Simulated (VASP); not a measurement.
# Mg (Im-3m) in VASP: notebook

The runs below take Mg through single point, relaxation of cell and atoms, with PBE.

All numbers are computed with VASP 6.6.1; they aren't measurements. Logs are shortened: lines on timing, memory, paths and dates and some standing lists are left out, and cuts for length are marked.

### 1 The cell of the first run

Symmetry: Im-3m, No. 229, cubic system. The conventional cell has a = 3.589 Å, b = 3.589 Å, c = 3.589 Å, α = 90.00°, β = 90.00°, γ = 90.00°. Mg (site symmetry m-3m) has 14 Mg at 3.11 to 3.59 Å within 4.1 Å.

### 2 Single point, PBE

The input, INCAR:

```
SYSTEM = Mg
PREC     = Accurate       ! precision mode
ENCUT    = 520            ! plane-wave cutoff, eV
EDIFF    = 1E-6           ! SCF threshold, eV
ISMEAR   = -1             ! smearing method
SIGMA    = 0.08           ! smearing width, eV
LREAL    = .False.        ! projectors in reciprocal space
LASPH    = .True.         ! aspherical terms in the spheres
NELM     = 60             ! most SCF steps
ALGO     = Normal         ! electronic algorithm
ISIF     = 2              ! what is computed and relaxed
LWAVE    = .False.        ! write WAVECAR
LCHARG   = .False.        ! write CHGCAR
GGA      = PE             ! functional
NBANDS   = 7              ! bands
```

The input, KPOINTS:

```
regular mesh
0
Gamma
  15 15 15
  0 0 0
```

The input, POSCAR:

```
Mg
1.0
   -1.7946656399      1.7946656399      1.7946656399
    1.7946656399     -1.7946656399      1.7946656399
    1.7946656399      1.7946656399     -1.7946656399
Mg
1
Direct
    0.0000000000      0.0000000000      0.0000000000
```

Potentials or basis: VASP PAW PBE potentials, release 64 (Mg).

Started as:

```console
cat potpaw_PBE.64/Mg/POTCAR > POTCAR
mpirun -np 1 vasp_std > vasp.out
```

OUTCAR:

```text
SYSTEM = Mg
   PREC = Accurate
   ENCUT = 520
   EDIFF = 1E-6
   ISMEAR = -1
   LREAL = .False.
   LASPH = .True.
   NELM = 60
   ISIF = 2
   GGA = PE

 ion  position               nearest neighbor table
   1  0.000  0.000  0.000-

  LATTYP: Found a body centered cubic cell.
 ALAT       =     3.5893312798

  Lattice vectors:

 A1 = (  -1.7946656399,   1.7946656399,   1.7946656399)
 A2 = (   1.7946656399,  -1.7946656399,   1.7946656399)
 A3 = (   1.7946656399,   1.7946656399,  -1.7946656399)

Analysis of symmetry for initial positions (statically):
=====================================================================
 Subroutine PRICEL returns:
 Original cell was already a primitive cell.

 Routine SETGRP: Setting up the symmetry group for a
 body centered cubic supercell.

 Subroutine GETGRP returns: Found 48 space group operations
 (whereof 48 operations were pure point group operations)
 out of a pool of 48 trial point group operations.

The static configuration has the point symmetry O_h .

Analysis of symmetry for dynamics (positions and initial velocities):
=====================================================================
 Subroutine PRICEL returns:
 Original cell was already a primitive cell.

 Routine SETGRP: Setting up the symmetry group for a
 body centered cubic supercell.

 Subroutine GETGRP returns: Found 48 space group operations
 (whereof 48 operations were pure point group operations)
 out of a pool of 48 trial point group operations.

The dynamic configuration has the point symmetry O_h .

 Subroutine INISYM returns: Found 48 space group operations
 (whereof 48 operations are pure point group operations),
 and found     1 'primitive' translations

----------------------------------------------------------------------------------------

                                     Primitive cell

  volume of cell :      23.1212

  direct lattice vectors                    reciprocal lattice vectors
    -1.794665640  1.794665640  1.794665640     0.000000000  0.278603428  0.278603428
     1.794665640 -1.794665640  1.794665640     0.278603428  0.000000000  0.278603428
     1.794665640  1.794665640 -1.794665640     0.278603428  0.278603428  0.000000000

  length of vectors
     3.108452071  3.108452071  3.108452071     0.394004747  0.394004747  0.394004747

  position of ions in fractional coordinates (direct lattice)
     0.000000000  0.000000000  0.000000000

[... 69 lines left out ...]
   ISPIN  =      1    spin polarized calculation?
   LNONCOLLINEAR =      F non collinear calculations
   LSORBIT =      F    spin-orbit coupling
   LASPH  =      T    aspherical Exc in radial PAW
   ENCUT  =  520.0 eV  38.22 Ry    6.18 a.u.   5.78  5.78  5.78*2*pi/ulx,y,z
   NELM   =     60;   NELMIN=  2; NELMDL= -5     # of ELM steps
   EDIFF  = 0.1E-05   stopping-criterion for ELM
   LREAL  =      F    real-space projection
   EDIFFG = 0.1E-04   stopping-criterion for IOM
   NSW    =      0    number of steps for IOM
   IBRION =     -1    ionic relax: 0-MD 1-quasi-New 2-CG
   NFREE  =      0    steps in history (QN), initial steepest desc. (CG)
   ISIF   =      2    stress and relaxation
   ISYM   =      2    0-nonsym 1-usesym 2-fastsym
   POTIM  = 0.5000    time-step for ionic-motion
   TEBEG  =    0.0;   TEEND  =   0.0 temperature during run
   PSTRESS=    0.0 pullay stress
   NELECT =       2.0000    total number of electrons
   NUPDOWN=      -1.0000    fix difference up-down
   EMIN   =  10.00;   EMAX   =-10.00  energy-range for DOS
   EFERMI =   0.00;   METHOD = LEGACY
   ISMEAR =    -1;   SIGMA  =   0.08  broadening in eV -4-tet -1-fermi 0-gaus
   EFERMI_NEDOS =   21; number of points for ismear=-14 and -15
   IALGO  =     38    algorithm
   IMIX   =      4    mixing-type and parameters
     AMIX     =   0.40;   BMIX     =  1.00
     AMIX_MAG =   1.60;   BMIX_MAG =  1.00
  volume/ion in A,a.u.               =      23.12       156.03
  Fermi-wavevector in a.u.,A,eV,Ry     =   0.724016  1.368191  7.132156  0.524199
  Thomas-Fermi vector in A             =   1.814378
   LORBIT       =      0    0 simple, 1 ext, 2 COOP (PROOUT), +10 PAW based schemes
   GGA     = PE    functional components
   LHFCALC =     F    Hartree Fock is set to
   AEXX    =    0.0000 exact exchange contribution
   IVDW    =     0    specifies the selected vdW correction
   LEPSILON=     F    determine dielectric tensor
   LRPA    =     F    only Hartree local field effects (RPA)
 non-spin polarized calculation
  energy-cutoff  :      520.00
  volume of cell :       23.12
 maximum number of plane-waves:       638
   NGX = 11   NGY = 11   NGZ = 11

 number of electron       2.0000000 magnetization

 Free energy of the ion-electron system (eV)
  ---------------------------------------------------
  ext. energy  EPLUGINS =         0.00000000
  ---------------------------------------------------
  free energy    TOTEN  =        -1.48272383 eV

  energy without entropy =       -1.47487140  energy(sigma->0) =       -1.47879761

 E-fermi :   2.6014     XC(G=0):  -8.4726

 val. band max:        2.5396954536   @ k =   0.3333   0.2667   0.0667
 cond. band min:       2.6291117571   @ k =  -0.4667   0.4667   0.1333
 fundamental gap:      0.0894163035
 Fermi energy:         2.6013945289

 k-point     1 :       0.0000    0.0000    0.0000
  band No.  band energies     occupation
      1      -4.3011      2.00000
      2      15.5810      0.00000
      3      15.5810      0.00000
      4      15.5810      0.00000
      5      17.5896      0.00000
      6      17.5896      0.00000
      7      17.6273      0.00000
[... 221 lines left out ...]
 k-point    24 :       0.4000    0.2000    0.0000
  band No.  band energies     occupation
      1       1.7791      1.99993
      2       2.3656      1.90023
      3       6.5458      0.00000
      4      10.9404      0.00000
      5      15.2443      0.00000
      6      18.6423      0.00000
      7      19.0405      0.00000

 [... further k-points ...]
[... 5 lines left out ...]
  --------------------------------------------------------------------------------------
  -------------------------------------------------------------------------------------
  Total       -0.0626349     -0.0626349     -0.0626349      0.0000000      0.0000000      0.0000000
  in kB       -4.3402655     -4.3402655     -4.3402655      0.0000000      0.0000000      0.0000000
  external PRESSURE =      -4.3402655 kB  Pullay stress =       0.0000000 kB

 VOLUME and BASIS-vectors are now :
 -----------------------------------------------------------------------------
  energy-cutoff  :      520.00
  volume of cell :       23.12
      direct lattice vectors                 reciprocal lattice vectors
    -1.794665640  1.794665640  1.794665640     0.000000000  0.278603428  0.278603428
     1.794665640 -1.794665640  1.794665640     0.278603428  0.000000000  0.278603428
     1.794665640  1.794665640 -1.794665640     0.278603428  0.278603428  0.000000000

 POSITION                                       TOTAL-FORCE (eV/Angst)
 -----------------------------------------------------------------------------------
      0.00000      0.00000      0.00000         0.000000     -0.000000      0.000000
 -----------------------------------------------------------------------------------
    total drift:                               -0.000000      0.000000      0.000000

  FREE ENERGIE OF THE ION-ELECTRON SYSTEM (eV)
  ---------------------------------------------------
  free  energy   TOTEN  =        -1.4827238290 eV

  energy  without entropy=       -1.4748714005  energy(sigma->0) =       -1.47879761
```

stdout:

```text
POSCAR found type information on POSCAR Mg
 POSCAR found :  1 types and       1 ions
 scaLAPACK will be used
 LDA part: xc-table for (Slater+PW92), standard interpolation
 POSCAR, INCAR and KPOINTS ok, starting setup
 FFT: planning ... GRIDC
 FFT: planning ... GRID_SOFT
 FFT: planning ... GRID
 WAVECAR not read
 entering main loop
```

It took 22 s on 1 thread of AMD EPYC 7R13, shared host; peak memory 0.12 GiB.

Results:

| Property | Result |
| --- | --- |
| Free energy | -1.4827 eV |
| Pressure | -0.4 GPa |
| Band gap on the k mesh | zero (band 1 reaches 5.31 eV, above the bottom of band 2 at 1.77 eV) |

Levels at points of the mesh, in eV from the Fermi level:
```
           k point  band 1  band 2  band 3  band 4  band 5  band 6
(0.00, 0.00, 0.00)   -6.90   12.98   12.98   12.98   14.99   14.99
```

### 3 Single point, PBE

The input, INCAR:

```
SYSTEM = Mg
PREC = Accurate
ENCUT = 520
EDIFF = 1E-6
ISMEAR = -1
SIGMA = 0.08
LREAL = .False.
LASPH = .True.
NELM = 100
ALGO = Normal
ISIF = 2
LWAVE = .False.
LCHARG = .False.
GGA = PE
NBANDS = 7
```

KPOINTS is that of step 2.

The input, POSCAR:

```
Mg
1.0
   -1.7946656400      1.7946656400      1.7946656400
    1.7946656400     -1.7946656400      1.7946656400
    1.7946656400      1.7946656400     -1.7946656400
Mg
1
Direct
    0.0000000000      0.0000000000      0.0000000000
```

Potentials or basis: VASP PAW PBE potentials, release 64 (Mg).

Started as:

```console
cat potpaw_PBE.64/Mg/POTCAR > POTCAR
mpirun -np 1 vasp_std > vasp.out
```

Wall time 23 s (1 thread of AMD EPYC 7R13, shared host); peak memory 0.12 GiB.

The run converged. Its results:

```yaml
Free_energy: -1.4827 eV
Pressure: -0.4 GPa
Band_gap_on_the_k_mesh: zero (band 1 reaches 5.31 eV, above the bottom of band 2 at 1.77 eV)
```

Levels at points of the mesh, in eV from the Fermi level:
| k point | band 1 | band 2 | band 3 | band 4 | band 5 | band 6 |
| --- | --- | --- | --- | --- | --- | --- |
| (0.00, 0.00, 0.00) | -6.90 | 12.98 | 12.98 | 12.98 | 14.99 | 14.99 |

### 4 Relaxation of cell and atoms, PBE, target pressure -0.31 GPa, at which the enthalpy is minimised

The input, INCAR:

```
SYSTEM = Mg
ALGO = Normal
EDIFF = 1E-6
EDIFFG = -0.005
ENCUT = 600
GGA = PE
IBRION = 2
ISIF = 3
ISMEAR = -1
LASPH = .True.
LCHARG = .False.
LREAL = .False.
LWAVE = .False.
NELM = 60
NSW = 32
PREC = Accurate
PSTRESS = -3.1
SIGMA = 0.08
```

The input, KPOINTS:

```
k-points
0
Gamma
  15 15 15
  0 0 0
```

POSCAR is that of step 3.

Started as:

```console
cat potpaw_PBE.64/Mg/POTCAR > POTCAR
mpirun -np 1 vasp_std > vasp.out
```

It took 41 s on 1 thread of AMD EPYC 7R13, shared host; peak memory 0.14 GiB.

It converged, with:

```
Free energy                                            : -1.4830 eV
Relaxed volume                                         : 23.03 Å³/atom
Relaxed cell                                           : a = 3.105 Å, b = 3.105 Å, c = 3.105 Å, α = 109.47°, β = 109.47°, γ = 109.47°
Space group after relaxing (to 0.05 Å)                 : Im-3m (No. 229)
Energy change on relaxing (the enthalpy is what falls) : -0.2 meV/atom
Ionic steps                                            : 3
Pressure after relaxing                                : -0.3 GPa
Band gap on the k mesh                                 : zero (band 1 reaches 5.33 eV, above the bottom of band 2 at 1.79 eV)
```

Step by step:
| step | energy change (eV) | largest force (eV/Å) | pressure (GPa) | volume (Å³) |
| --- | --- | --- | --- | --- |
| 1 | 0.0000 | 0.0000 | -0.43 | 23.12 |
| 2 | -0.0001 | 0.0000 | -0.35 | 23.06 |
| 3 | -0.0002 | 0.0000 | -0.31 | 23.03 |

Final structure:
```cif
data_structure
_symmetry_space_group_name_H-M 'P 1'
_symmetry_Int_Tables_number 1
_cell_length_a 3.1046
_cell_length_b 3.1046
_cell_length_c 3.1046
_cell_angle_alpha 109.471
_cell_angle_beta 109.471
_cell_angle_gamma 109.471
_cell_volume 23.03
loop_
_atom_site_label
_atom_site_type_symbol
_atom_site_fract_x
_atom_site_fract_y
_atom_site_fract_z
_atom_site_occupancy
Mg1 Mg 0.00000 0.00000 0.00000 1
```

Levels at points of the mesh, in eV from the Fermi level:
```csv
k point,band 1,band 2,band 3,band 4
"(0.00, 0.00, 0.00)",-6.92,13.00,13.00,13.00
```

Caveat: the cell is relaxed towards a set pressure, so the enthalpy falls and the energy may rise.
